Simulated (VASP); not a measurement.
# BN (Pm) in VASP: single point with PBE

Aim: the single point of BN with PBE.

All numbers are computed with VASP 6.6.1; they aren't measurements. Logs are shortened: lines on timing, memory, paths and dates and some standing lists are left out, and cuts for length are marked.

## Step 1: The cell of the first run

The structure is monoclinic, space group Pm (No. 6). The conventional cell has a = 2.512 Å, b = 8.344 Å, c = 2.512 Å, α = 90.00°, β = 120.00°, γ = 90.00°. B (site symmetry m) has 2 N at 1.26 to 1.40 Å within 1.7 Å. B (site symmetry m) has 3 N at 1.45 Å within 1.9 Å. Within 1.9 Å of N (site symmetry m) lie 3 B at 1.45 Å. N (site symmetry m) has 2 B at 1.26 to 1.40 Å within 1.7 Å.

## Step 2: Single point, PBE (atom 1 (B) moved +0.300 Å along Cartesian [1 1 0])

INCAR reads:

```
PREC = Accurate
ENCUT = 520
EDIFF = 1E-6
ISMEAR = 0
SIGMA = 0.05
LREAL = False
LASPH = True
NELM = 60
ALGO = Normal
ISIF = 2
LWAVE = False
LCHARG = False
GGA = PE
NBANDS = 16
```

KPOINTS reads:

```
regular mesh
0
Gamma
  12 12 4
```

POSCAR reads:

```
BN
1.0
    2.5121751215      0.0000000000      0.0000000000
   -1.2560875608      2.1756074740      0.0000000000
    0.0000000000      0.0000000000      8.3436910039
B N
2 2
Direct
    0.4665272809      0.7641714036      0.2500000000
    0.6666666667      0.3333333333      0.7500000000
    0.3333333333      0.6666666667      0.7500000000
    0.6666666667      0.3333333333      0.2500000000
```

Potentials or basis: VASP PAW PBE potentials, release 64 (B, N).

Started as:

```console
$ cat potpaw_PBE.64/B/POTCAR potpaw_PBE.64/N/POTCAR > POTCAR
$ mpirun -np 1 vasp_std > vasp.out
```

OUTCAR:

```text
PREC = Accurate
   ENCUT = 520
   EDIFF = 1E-6
   ISMEAR = 0
   LREAL = False
   LASPH = True
   NELM = 60
   ISIF = 2
   GGA = PE

 ion  position               nearest neighbor table
   1  0.467  0.764  0.250-   4 1.26   4 1.40   4 1.74
   2  0.667  0.333  0.750-   3 1.45   3 1.45   3 1.45
   3  0.333  0.667  0.750-   2 1.45   2 1.45   2 1.45
   4  0.667  0.333  0.250-   1 1.26   1 1.40   1 1.74

  LATTYP: Found a hexagonal cell.
 ALAT       =     2.5121751215
 C/A-ratio  =     3.3213015018

  Lattice vectors:

 A1 = (   2.5121751215,   0.0000000000,   0.0000000000)
 A2 = (  -1.2560875608,   2.1756074740,   0.0000000000)
 A3 = (   0.0000000000,   0.0000000000,   8.3436910039)

Analysis of symmetry for initial positions (statically):
=====================================================================
 Subroutine PRICEL returns:
 Original cell was already a primitive cell.

 Routine SETGRP: Setting up the symmetry group for a
 hexagonal supercell.

 Subroutine GETGRP returns: Found  2 space group operations
 (whereof  1 operations were pure point group operations)
 out of a pool of 24 trial point group operations.

The static configuration has the point symmetry C_1 .
 The point group associated with its full space group is C_1h.

Analysis of symmetry for dynamics (positions and initial velocities):
=====================================================================
 Subroutine PRICEL returns:
 Original cell was already a primitive cell.

 Routine SETGRP: Setting up the symmetry group for a
 hexagonal supercell.

 Subroutine GETGRP returns: Found  2 space group operations
 (whereof  1 operations were pure point group operations)
 out of a pool of 24 trial point group operations.

The dynamic configuration has the point symmetry C_1 .
 The point group associated with its full space group is C_1h.

 Subroutine INISYM returns: Found  2 space group operations
 (whereof  1 operations are pure point group operations),
 and found     1 'primitive' translations

----------------------------------------------------------------------------------------

                                     Primitive cell

  volume of cell :      45.6025

[... 83 lines left out ...]
   PREC   = accura    normal or accurate (medium, high low for compatibility)
   ISTART =      0    job   : 0-new  1-cont  2-samecut
   ICHARG =      2    charge: 1-file 2-atom 10-const
   ISPIN  =      1    spin polarized calculation?
   LNONCOLLINEAR =      F non collinear calculations
   LSORBIT =      F    spin-orbit coupling
   LASPH  =      T    aspherical Exc in radial PAW
   ENCUT  =  520.0 eV  38.22 Ry    6.18 a.u.   4.67  4.67 15.51*2*pi/ulx,y,z
   NELM   =     60;   NELMIN=  2; NELMDL= -5     # of ELM steps
   EDIFF  = 0.1E-05   stopping-criterion for ELM
   LREAL  =      F    real-space projection
   EDIFFG = 0.1E-04   stopping-criterion for IOM
   NSW    =      0    number of steps for IOM
   IBRION =     -1    ionic relax: 0-MD 1-quasi-New 2-CG
   NFREE  =      0    steps in history (QN), initial steepest desc. (CG)
   ISIF   =      2    stress and relaxation
   ISYM   =      2    0-nonsym 1-usesym 2-fastsym
   POTIM  = 0.5000    time-step for ionic-motion
   TEBEG  =    0.0;   TEEND  =   0.0 temperature during run
   PSTRESS=    0.0 pullay stress
   NELECT =      16.0000    total number of electrons
   NUPDOWN=      -1.0000    fix difference up-down
   EMIN   =  10.00;   EMAX   =-10.00  energy-range for DOS
   EFERMI =   0.00;   METHOD = LEGACY
   ISMEAR =     0;   SIGMA  =   0.05  broadening in eV -4-tet -1-fermi 0-gaus
   EFERMI_NEDOS =   21; number of points for ismear=-14 and -15
   IALGO  =     38    algorithm
   IMIX   =      4    mixing-type and parameters
     AMIX     =   0.40;   BMIX     =  1.00
     AMIX_MAG =   1.60;   BMIX_MAG =  1.00
  volume/ion in A,a.u.               =      11.40        76.94
  Fermi-wavevector in a.u.,A,eV,Ry     =   1.154654  2.181980 18.139645  1.333226
  Thomas-Fermi vector in A             =   2.291289
   LORBIT       =      0    0 simple, 1 ext, 2 COOP (PROOUT), +10 PAW based schemes
   GGA     = PE    functional components
   LHFCALC =     F    Hartree Fock is set to
   AEXX    =    0.0000 exact exchange contribution
   IVDW    =     0    specifies the selected vdW correction
   LEPSILON=     F    determine dielectric tensor
   LRPA    =     F    only Hartree local field effects (RPA)
 non-spin polarized calculation
 Gauss-broadening in eV      SIGMA  =   0.05
  energy-cutoff  :      520.00
  volume of cell :       45.60
 maximum number of plane-waves:      1267
   NGX =  9   NGY =  9   NGZ = 31

 number of electron      15.9999998 magnetization

 Free energy of the ion-electron system (eV)
  ---------------------------------------------------
  ext. energy  EPLUGINS =         0.00000000
  ---------------------------------------------------
  free energy    TOTEN  =       -33.78172682 eV

  energy without entropy =      -33.78172682  energy(sigma->0) =      -33.78172682

 E-fermi :   2.4519     XC(G=0):  -8.5623

 val. band max:        2.2160894223   @ k =   0.0000   0.0000   0.5000
 cond. band min:       4.2838475222   @ k =   0.0000   0.5000   0.0000
 fundamental gap:      2.0677580999
 Fermi energy:         2.4519420292

 k-point     1 :       0.0000    0.0000    0.0000
  band No.  band energies     occupation
      1     -17.0615      2.00000
      2     -17.0058      2.00000
      3      -4.9751      2.00000
      4      -4.3773      2.00000
      5      -3.9476      2.00000
      6      -0.7910      2.00000
[... 433 lines left out ...]
      3      -5.6161      2.00000
      4      -3.7409      2.00000
      5      -3.6874      2.00000
      6      -3.1440      2.00000
[... 8 lines left out ...]
     15      12.8680      0.00000
     16      14.8918      0.00000

 [... further k-points ...]
[... 5 lines left out ...]
  --------------------------------------------------------------------------------------
  -------------------------------------------------------------------------------------
  Total        1.3389940      7.6483833     -0.0264420     -1.7999380      0.0000000      0.0000000
  in kB       47.0436002    268.7147856     -0.9290000    -63.2381948      0.0000000      0.0000000
  external PRESSURE =     104.9431286 kB  Pullay stress =       0.0000000 kB

 VOLUME and BASIS-vectors are now :
 -----------------------------------------------------------------------------
  energy-cutoff  :      520.00
  volume of cell :       45.60
      direct lattice vectors                 reciprocal lattice vectors
     2.512175121  0.000000000  0.000000000     0.398061422  0.229820869  0.000000000
    -1.256087561  2.175607474  0.000000000     0.000000000  0.459641738  0.000000000
     0.000000000  0.000000000  8.343691004     0.000000000  0.000000000  0.119851035

 POSITION                                       TOTAL-FORCE (eV/Angst)
 -----------------------------------------------------------------------------------
      0.21213      1.66254      2.08592        -2.621629     -8.867030      0.000000
      1.25609      0.72520      6.25777        -0.000084     -0.000238      0.000000
     -0.00000      1.45040      6.25777         0.000982      0.000507      0.000000
      1.25609      0.72520      2.08592         2.620731      8.866761      0.000000
 -----------------------------------------------------------------------------------
    total drift:                               -0.000075      0.000123      0.000000

  FREE ENERGIE OF THE ION-ELECTRON SYSTEM (eV)
  ---------------------------------------------------
  free  energy   TOTEN  =       -33.7817268210 eV

  energy  without entropy=      -33.7817268210  energy(sigma->0) =      -33.78172682
```

stdout:

```text
POSCAR found type information on POSCAR B N
 POSCAR found :  2 types and       4 ions
 scaLAPACK will be used
 LDA part: xc-table for (Slater+PW92), standard interpolation
 POSCAR, INCAR and KPOINTS ok, starting setup
 FFT: planning ... GRIDC
 FFT: planning ... GRID_SOFT
 FFT: planning ... GRID
 WAVECAR not read
 entering main loop
```

Run time: 58 s. Hardware: 1 thread of Intel Xeon 6975P-C (Granite Rapids), shared host; peak memory 0.26 GiB.

What came out:

| Item | Value |
| --- | --- |
| Free energy | -33.7817 eV |
| Pressure | 10.5 GPa |
| Largest force | 9.246 eV/Å |
| Band gap on the k mesh | 2.07 eV, indirect (least direct gap 2.74 eV) |

Forces in eV/Å, atoms in the order of the input:
```
B   -2.622 -8.867  0.000
B    0.000  0.000  0.000
N    0.001  0.001  0.000
N    2.621  8.867  0.000
```

Stress tensor (GPa, compression positive):
```
 4.70 -6.32  0.00
-6.32 26.87  0.00
 0.00  0.00 -0.09
```

Levels at points of the mesh, in eV from the valence-band top:
```
           k point  band 6  band 7  band 8  band 9  band 10  band 11
(0.00, 0.00, 0.00)   -3.01   -3.01    0.00    2.74     6.10     6.59
(0.50, 0.00, 0.00)   -5.78   -3.65   -2.54    3.11     5.68     7.52
(0.00, 0.50, 0.00)   -4.19   -2.58   -2.08    2.07     3.16     6.96
(0.50, 0.50, 0.00)   -4.18   -2.64   -2.41    2.68     3.25     5.60
(0.00, 0.00, 0.50)   -3.01   -3.01    0.00    3.98     4.02     6.80
(0.50, 0.00, 0.50)   -5.78   -3.64   -2.56    3.11     5.59     7.69
(0.00, 0.50, 0.50)   -4.19   -2.56   -2.10    2.07     3.11     6.99
(0.50, 0.50, 0.50)   -4.18   -2.56   -2.49    2.77     3.11     5.62
```

Caveat: the cell differs from its parent crystal (atom 1 (B) moved +0.300 Å along Cartesian [1 1 0]); this functional lacks dispersion, which binds the layers, so the pressure and a relaxed spacing across them are unreliable; forces of over 1 eV/Å act on the atoms, so gaps and moduli don't describe the material at rest.
